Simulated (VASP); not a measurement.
# Al3GaN4 (P1) in VASP: a series of runs

Runs on Al3GaN4. Level: PBEsol. Tasks: single point.

Program: VASP 6.6.1. These are calculated values, not measurements. Logs are shortened: lines on timing, memory, paths and dates and some standing lists are left out, and cuts for length are marked.

### Step 1. The cell of the first run

The typed cell holds 8 atoms: a = 5.043 Å, b = 3.130 Å, c = 5.418 Å, α = 90.00°, β = 90.03°, γ = 90.00°.

### Step 2. Single point, PBEsol (all Ga atoms moved -0.300 Å, as atom 4 along Cartesian [1 -1 0])

File INCAR:

```
SYSTEM = Al3GaN4
  ALGO = Normal
  EDIFF = 1E-6
  ENCUT = 520
  GGA = PS
  ISIF = 2
  ISMEAR = 0
  LASPH = .TRUE.
  LCHARG = .FALSE.
  LREAL = .FALSE.
  LWAVE = .FALSE.
  NBANDS = 31
  NELM = 100
  PREC = Accurate
  SIGMA = 0.05
```

File KPOINTS:

```
k-points
0
G
  6 8 4
  0 0 0
```

File POSCAR:

```
Al3GaN4
1.0
    5.0434079743      0.0000000000      0.0001149899
    0.0000000000      3.1300738979      0.0000000000
   -0.0032362578      0.0000000000      5.4179919454
Al Ga N
3 1 4
Direct
    0.5002300429      0.5000000000      0.1673295662
    0.0009207031      0.5000000000      0.8348055926
    0.0010880657      0.0000000000      0.3316926346
    0.4573604652      0.0677722128      0.6662017945
    0.1111724737      0.0000000000      0.6663292504
    0.1224543244      0.5000000000      0.1671578642
    0.6251234792      0.5000000000      0.8401923549
    0.6231881982      0.0000000000      0.3262928352
```

Potentials or basis: VASP PAW PBE potentials, release 64 (Al, Ga_d, N).

Command:

```sh
> cat potpaw_PBE.64/Al/POTCAR potpaw_PBE.64/Ga_d/POTCAR potpaw_PBE.64/N/POTCAR > POTCAR
> mpirun -np 1 vasp_std > vasp.out
```

OUTCAR:

```text
SYSTEM = Al3GaN4
   EDIFF = 1E-6
   ENCUT = 520
   GGA = PS
   ISIF = 2
   ISMEAR = 0
   LASPH = .TRUE.
   LREAL = .FALSE.
   NELM = 100
   PREC = Accurate

 ion  position               nearest neighbor table
   1  0.500  0.500  0.167-   7 1.88   8 1.89   8 1.89   6 1.91   4 3.03   4 3.04   2 3.10   3 3.10
                             3 3.10   3 3.10   3 3.10   2 3.10
   2  0.001  0.500  0.835-   5 1.90   5 1.90   7 1.90   6 1.90   4 2.82   4 3.05   1 3.10   1 3.10
                             3 3.11   3 3.11   3 3.14   3 3.14
   3  0.001  0.000  0.332-   5 1.90   6 1.90   6 1.90   8 1.91   4 2.94   1 3.10   1 3.10   1 3.10
                             1 3.10   2 3.11   2 3.11   2 3.14   2 3.14
   4  0.457  0.068  0.666-   5 1.76   7 1.85   8 2.03   7 2.18   2 2.82   3 2.94   1 3.03   1 3.04
                             2 3.05
   5  0.111  0.000  0.666-   4 1.76   2 1.90   2 1.90   3 1.90
   6  0.122  0.500  0.167-   2 1.90   3 1.90   3 1.90   1 1.91
   7  0.625  0.500  0.840-   4 1.85   1 1.88   2 1.90   4 2.18
   8  0.623  0.000  0.326-   1 1.89   1 1.89   3 1.91   4 2.03

  LATTYP: Found a simple monoclinic cell.
 ALAT       =     5.0434079756
 B/A-ratio  =     0.6206267494
 C/A-ratio  =     1.0742721862
 COS(beta)  =    -0.0005745167

  Lattice vectors:

 A1 = (   5.0434079743,   0.0000000000,   0.0001149899)
 A2 = (   0.0000000000,   3.1300738979,   0.0000000000)
 A3 = (  -0.0032362578,   0.0000000000,   5.4179919454)

Analysis of symmetry for initial positions (statically):
=====================================================================
 Subroutine PRICEL returns:
 Original cell was already a primitive cell.

 Routine SETGRP: Setting up the symmetry group for a
 simple monoclinic supercell.

 Subroutine GETGRP returns: Found  1 space group operations
 (whereof  1 operations were pure point group operations)
 out of a pool of  4 trial point group operations.

The static configuration has the point symmetry C_1 .

Analysis of symmetry for dynamics (positions and initial velocities):
=====================================================================
 Subroutine PRICEL returns:
 Original cell was already a primitive cell.

 Routine SETGRP: Setting up the symmetry group for a
 simple monoclinic supercell.

 Subroutine GETGRP returns: Found  1 space group operations
 (whereof  1 operations were pure point group operations)
 out of a pool of  4 trial point group operations.

The dynamic configuration has the point symmetry C_1 .

 Subroutine INISYM returns: Found  1 space group operations
 (whereof  1 operations are pure point group operations),
 and found     1 'primitive' translations

----------------------------------------------------------------------------------------

                                     Primitive cell

  volume of cell :      85.5297

  direct lattice vectors                    reciprocal lattice vectors
     5.043407974  0.000000000  0.000114990     0.198278623  0.000000000  0.000118435
     0.000000000  3.130073898  0.000000000     0.000000000  0.319481275  0.000000000
    -0.003236258  0.000000000  5.417991945    -0.000004208  0.000000000  0.184570224

  length of vectors
     5.043407976  3.130073898  5.417992912     0.198278658  0.319481275  0.184570224

  position of ions in fractional coordinates (direct lattice)
     0.500230043  0.500000000  0.167329566
     0.000920703  0.500000000  0.834805593
     0.001088066  0.000000000  0.331692635
     0.457360465  0.067772213  0.666201794
     0.111172474  0.000000000  0.666329250
     0.122454324  0.500000000  0.167157864
     0.625123479  0.500000000  0.840192355
     0.623188198  0.000000000  0.326292835

  ion indices of the primitive-cell ions
   primitive index   ion index
                 1           1
                 2           2
                 3           3
                 4           4
                 5           5
                 6           6
                 7           7
                 8           8

----------------------------------------------------------------------------------------

 KPOINTS: k-points

Automatic generation of k-mesh.
 Grid dimensions read from file:
 generate k-points for:    6    8    4

 Generating k-lattice:

  Cartesian coordinates                     Fractional coordinates (reciprocal lattice)
     0.033046437  0.000000000  0.000019739     0.166666667  0.000000000 -0.000000000
     0.000000000  0.039935159  0.000000000     0.000000000  0.125000000  0.000000000
    -0.000001052  0.000000000  0.046142556    -0.000000000  0.000000000  0.250000000

  Length of vectors
     0.033046443  0.039935159  0.046142556

  Shift w.r.t. Gamma in fractional coordinates (k-lattice)
     0.000000000  0.000000000  0.000000000

 Subroutine IBZKPT returns following result:
 ===========================================

 Found    100 irreducible k-points:

 Following reciprocal coordinates:
            Coordinates               Weight
  0.000000  0.000000  0.000000      1.000000
  0.166667  0.000000  0.000000      2.000000
  0.333333  0.000000 -0.000000      2.000000
  0.500000  0.000000  0.000000      1.000000
  0.000000  0.125000  0.000000      2.000000
  0.166667  0.125000  0.000000      2.000000
[... 16 lines left out ...]
  0.000000  0.500000  0.000000      1.000000
  0.166667  0.500000  0.000000      2.000000
 [... further k-points ...]
   k-points           NKPTS =    100   k-points in BZ     NKDIM =    100   number of bands    NBANDS=     31
   number of dos      NEDOS =    301   number of ions     NIONS =      8
   total plane-waves  NPLWV =  38400
   dimension x,y,z NGX =    40 NGY =   24 NGZ =   40
   dimension x,y,z NGXF=    80 NGYF=   48 NGZF=   80
   ions per type =               3   1   4
   NGX,Y,Z   is equivalent  to a cutoff of  13.19, 12.75, 12.27 a.u.
   NGXF,Y,Z  is equivalent  to a cutoff of  26.37, 25.49, 24.55 a.u.
 SYSTEM =  Al3GaN4
   PREC   = accura    normal or accurate (medium, high low for compatibility)
   ISTART =      0    job   : 0-new  1-cont  2-samecut
   ICHARG =      2    charge: 1-file 2-atom 10-const
   ISPIN  =      1    spin polarized calculation?
   LNONCOLLINEAR =      F non collinear calculations
   LSORBIT =      F    spin-orbit coupling
   LASPH  =      T    aspherical Exc in radial PAW
   ENCUT  =  520.0 eV  38.22 Ry    6.18 a.u.   9.38  5.82 10.07*2*pi/ulx,y,z
   NELM   =    100;   NELMIN=  2; NELMDL= -5     # of ELM steps
   EDIFF  = 0.1E-05   stopping-criterion for ELM
   LREAL  =      F    real-space projection
   EDIFFG = 0.1E-04   stopping-criterion for IOM
   NSW    =      0    number of steps for IOM
   IBRION =     -1    ionic relax: 0-MD 1-quasi-New 2-CG
   NFREE  =      0    steps in history (QN), initial steepest desc. (CG)
   ISIF   =      2    stress and relaxation
   ISYM   =      2    0-nonsym 1-usesym 2-fastsym
   POTIM  = 0.5000    time-step for ionic-motion
   TEBEG  =    0.0;   TEEND  =   0.0 temperature during run
   PSTRESS=    0.0 pullay stress
   NELECT =      42.0000    total number of electrons
   NUPDOWN=      -1.0000    fix difference up-down
   EMIN   =  10.00;   EMAX   =-10.00  energy-range for DOS
   EFERMI =   0.00;   METHOD = LEGACY
   ISMEAR =     0;   SIGMA  =   0.05  broadening in eV -4-tet -1-fermi 0-gaus
   EFERMI_NEDOS =   21; number of points for ismear=-14 and -15
   IALGO  =     38    algorithm
   IMIX   =      4    mixing-type and parameters
     AMIX     =   0.40;   BMIX     =  1.00
     AMIX_MAG =   1.60;   BMIX_MAG =  1.00
  volume/ion in A,a.u.               =      10.69        72.15
  Fermi-wavevector in a.u.,A,eV,Ry     =   1.291573  2.440719 22.696701  1.668160
  Thomas-Fermi vector in A             =   2.423334
   LORBIT       =      0    0 simple, 1 ext, 2 COOP (PROOUT), +10 PAW based schemes
   GGA     = PS    functional components
   LHFCALC =     F    Hartree Fock is set to
   AEXX    =    0.0000 exact exchange contribution
   IVDW    =     0    specifies the selected vdW correction
   LEPSILON=     F    determine dielectric tensor
   LRPA    =     F    only Hartree local field effects (RPA)
 non-spin polarized calculation
 Gauss-broadening in eV      SIGMA  =   0.05
  energy-cutoff  :      520.00
  volume of cell :       85.53
 maximum number of plane-waves:      2328
 NGX is ok and might be reduce to    40
   NGX = 19   NGY = 11   NGZ = 21

 number of electron      41.9999993 magnetization

 Free energy of the ion-electron system (eV)
  ---------------------------------------------------
  ext. energy  EPLUGINS =         0.00000000
  ---------------------------------------------------
  free energy    TOTEN  =       -59.37792100 eV

  energy without entropy =      -59.37792100  energy(sigma->0) =      -59.37792100

 E-fermi :   6.5781     XC(G=0): -11.3188

 val. band max:        6.3183774245   @ k =   0.0000   0.0000   0.0000
 cond. band min:       9.2763384677   @ k =   0.0000   0.0000   0.0000
 fundamental gap:      2.9579610432
 Fermi energy:         6.5780600073

 k-point     1 :       0.0000    0.0000    0.0000
  band No.  band energies     occupation
      1      -9.8712      2.00000
      2      -8.4748      2.00000
      3      -7.9228      2.00000
      4      -7.2940      2.00000
      5      -7.0319      2.00000
      6      -6.9495      2.00000
[... 23 lines left out ...]
     30      16.6910      0.00000
     31      16.8279      0.00000

 k-point     2 :       0.1667    0.0000    0.0000
  band No.  band energies     occupation
      1      -9.7941      2.00000
      2      -8.4620      2.00000
      3      -7.9247      2.00000
      4      -7.3791      2.00000
      5      -7.0343      2.00000
      6      -6.9505      2.00000
[... 23 lines left out ...]
     30      16.7141      0.00000
     31      16.8043      0.00000

 k-point     3 :       0.3333    0.0000   -0.0000
  band No.  band energies     occupation
      1      -9.6074      2.00000
      2      -8.4576      2.00000
      3      -7.9155      2.00000
      4      -7.6156      2.00000
      5      -7.0387      2.00000
      6      -6.9780      2.00000
[... 23 lines left out ...]
     30      16.5149      0.00000
     31      16.6444      0.00000

 k-point     4 :       0.5000    0.0000    0.0000
  band No.  band energies     occupation
      1      -9.4870      2.00000
      2      -8.4815      2.00000
      3      -7.8648      2.00000
      4      -7.7947      2.00000
      5      -7.0406      2.00000
      6      -6.9905      2.00000
[... 23 lines left out ...]
     30      16.5422      0.00000
     31      16.7555      0.00000

 k-point     5 :       0.0000    0.1250    0.0000
  band No.  band energies     occupation
      1      -9.7526      2.00000
      2      -8.4166      2.00000
      3      -7.9040      2.00000
      4      -7.2865      2.00000
      5      -7.0157      2.00000
      6      -6.9650      2.00000
[... 23 lines left out ...]
     30      16.4872      0.00000
     31      17.0470      0.00000
[... 542 lines left out ...]
     30      15.9231      0.00000
     31      16.9234      0.00000

 k-point    22 :       0.5000    0.3750    0.0000
  band No.  band energies     occupation
      1      -8.9449      2.00000
      2      -8.0997      2.00000
      3      -7.5943      2.00000
      4      -7.3816      2.00000
      5      -7.0312      2.00000
      6      -6.9716      2.00000
[... 23 lines left out ...]
     30      15.6168      0.00000
     31      16.9005      0.00000

 k-point    23 :       0.0000    0.5000    0.0000
  band No.  band energies     occupation
      1      -8.9520      2.00000
      2      -8.1203      2.00000
      3      -7.5562      2.00000
      4      -7.3033      2.00000
      5      -7.0443      2.00000
      6      -6.9678      2.00000
[... 23 lines left out ...]
     30      16.1942      0.00000
     31      16.7667      0.00000

 k-point    24 :       0.1667    0.5000    0.0000
  band No.  band energies     occupation
      1      -8.9266      2.00000
      2      -8.1091      2.00000
      3      -7.5508      2.00000
      4      -7.2961      2.00000
      5      -7.0420      2.00000
      6      -6.9672      2.00000
[... 23 lines left out ...]
     30      16.4686      0.00000
     31      16.6296      0.00000

 [... further k-points ...]
[... 5 lines left out ...]
  --------------------------------------------------------------------------------------
  -------------------------------------------------------------------------------------
  Total        4.3499568     -0.0982435     -0.3861782      1.3944216      0.8674867      0.3352235
  in kB       81.4851506     -1.8403366     -7.2340462     26.1208700     16.2501113      6.2795417
  external PRESSURE =      24.1369226 kB  Pullay stress =       0.0000000 kB

 VOLUME and BASIS-vectors are now :
 -----------------------------------------------------------------------------
  energy-cutoff  :      520.00
  volume of cell :       85.53
      direct lattice vectors                 reciprocal lattice vectors
     5.043407974  0.000000000  0.000114990     0.198278623  0.000000000  0.000118435
     0.000000000  3.130073898  0.000000000     0.000000000  0.319481275  0.000000000
    -0.003236258  0.000000000  5.417991945    -0.000004208  0.000000000  0.184570224

 POSITION                                       TOTAL-FORCE (eV/Angst)
 -----------------------------------------------------------------------------------
      2.52232      1.56504      0.90665         0.446770      0.132350     -0.124360
      0.00194      1.56504      4.52297        -1.219097      0.152199      0.275961
      0.00441      0.00000      1.79711        -0.714390     -0.025025     -0.237754
      2.30450      0.21213      3.60953         4.784573     -1.672219     -0.410259
      0.55853      0.00000      3.61018        -2.577973     -0.094995     -0.049254
      0.61705      1.56504      0.90567         0.000621     -0.001779      0.025428
      3.15003      1.56504      4.55223        -0.301124      1.300052      0.031756
      3.14194      0.00000      1.76792        -0.419380      0.209416      0.488482
 -----------------------------------------------------------------------------------
    total drift:                               -0.000931      0.000518     -0.000307

  FREE ENERGIE OF THE ION-ELECTRON SYSTEM (eV)
  ---------------------------------------------------
  free  energy   TOTEN  =       -59.3779209995 eV

  energy  without entropy=      -59.3779209995  energy(sigma->0) =      -59.37792100
```

Run time: 2.3 min. Hardware: 1 thread of AMD EPYC 9R45 (Zen 5), shared host; peak memory 0.31 GiB.

What came out:

```yaml
Free_energy: -59.3779 eV
Pressure: 2.4 GPa
Largest_force: 5.085 eV/Å
Band_gap_on_the_k_mesh: 2.96 eV, direct
```

Forces on the atoms (eV/Å):
```
Al   0.447  0.132 -0.124
Al  -1.219  0.152  0.276
Al  -0.714 -0.025 -0.238
Ga   4.785 -1.672 -0.410
N   -2.578 -0.095 -0.049
N    0.001 -0.002  0.025
N   -0.301  1.300  0.032
N   -0.419  0.209  0.488
```

Caveat: the cell differs from its parent crystal (all Ga atoms moved -0.300 Å, as atom 4 along Cartesian [1 -1 0]); the PAW data sets were made with another functional, which shifts forces and pressure a little.

### Step 3. Single point, PBEsol (all Ga atoms moved +0.225 Å, as atom 4 along Cartesian [1 -1 0])

File INCAR:

```
SYSTEM = Al3GaN4
PREC = Accurate
ENCUT = 520
EDIFF = 1E-6
ISMEAR = 0
SIGMA = 0.05
LREAL = .False.
LASPH = .True.
NELM = 60
ALGO = Normal
ISIF = 2
LWAVE = .False.
LCHARG = .False.
GGA = PS
NBANDS = 31
```

File KPOINTS:

```
regular mesh
0
Gamma
  6 8 4
  0 0 0
```

Edit POSCAR of step 2 so:

```diff
@@ -11,3 +11,3 @@
     0.0010880657      0.0000000000      0.3316926346
-    0.4573604652      0.0677722128      0.6662017945
+    0.5309676485     -0.0508291596      0.6662002323
     0.1111724737      0.0000000000      0.6663292504
```

Potentials or basis: VASP PAW PBE potentials, release 64 (Al, Ga_d, N).

Command:

```sh
> cat potpaw_PBE.64/Al/POTCAR potpaw_PBE.64/Ga_d/POTCAR potpaw_PBE.64/N/POTCAR > POTCAR
> mpirun -np 1 vasp_std > vasp.out
```

Wall time 2.6 min (1 thread of AMD EPYC 9R45 (Zen 5), shared host); peak memory 0.32 GiB.

Results (log left out):

| Property | Result |
| --- | --- |
| Free energy | -59.6492 eV |
| Pressure | 1.7 GPa |
| Largest force | 3.981 eV/Å |
| Band gap on the k mesh | 3.35 eV, direct |

Forces in eV/Å, atoms in the order of the input:
```
Al  -0.274 -0.102  0.046
Al   0.778 -0.126 -0.071
Al   0.484  0.022  0.096
Ga  -2.348  3.070 -0.952
N    0.367 -0.189  0.014
N   -0.005 -0.003 -0.025
N    0.792 -2.581  1.195
N    0.207 -0.092 -0.304
```

Stress tensor (GPa, compression positive):
```
-1.36 -1.98  0.83
-1.98  3.71 -4.27
 0.83 -4.27  2.81
```

Levels at points of the mesh, in eV from the valence-band top:
```tsv
k point	band 18	band 19	band 20	band 21	band 22	band 23	band 24	band 25
(0.00, 0.00, 0.00)	-0.79	-0.27	-0.11	0.00	3.35	5.30	5.72	5.90
(0.50, 0.00, 0.00)	-0.88	-0.51	-0.49	-0.40	4.74	5.02	5.41	6.14
(0.00, 0.50, 0.00)	-2.08	-1.90	-1.64	-1.37	5.60	5.71	7.36	7.59
(0.50, 0.50, 0.00)	-1.32	-1.25	-1.23	-0.55	5.80	6.32	6.34	6.60
(0.00, 0.00, 0.50)	-0.69	-0.63	-0.41	-0.22	5.27	5.69	6.77	7.34
(0.50, 0.00, 0.50)	-1.27	-1.16	-1.06	-0.84	5.79	5.96	6.11	6.37
(0.00, 0.50, 0.50)	-1.98	-1.74	-0.92	-0.77	4.97	5.50	5.71	5.80
(0.50, 0.50, 0.50)	-1.52	-1.47	-1.36	-0.82	4.61	4.87	4.98	5.20
```

Caveat: the cell differs from its parent crystal (all Ga atoms moved +0.225 Å, as atom 4 along Cartesian [1 -1 0]); the PAW data sets were made with another functional, which shifts forces and pressure a little.
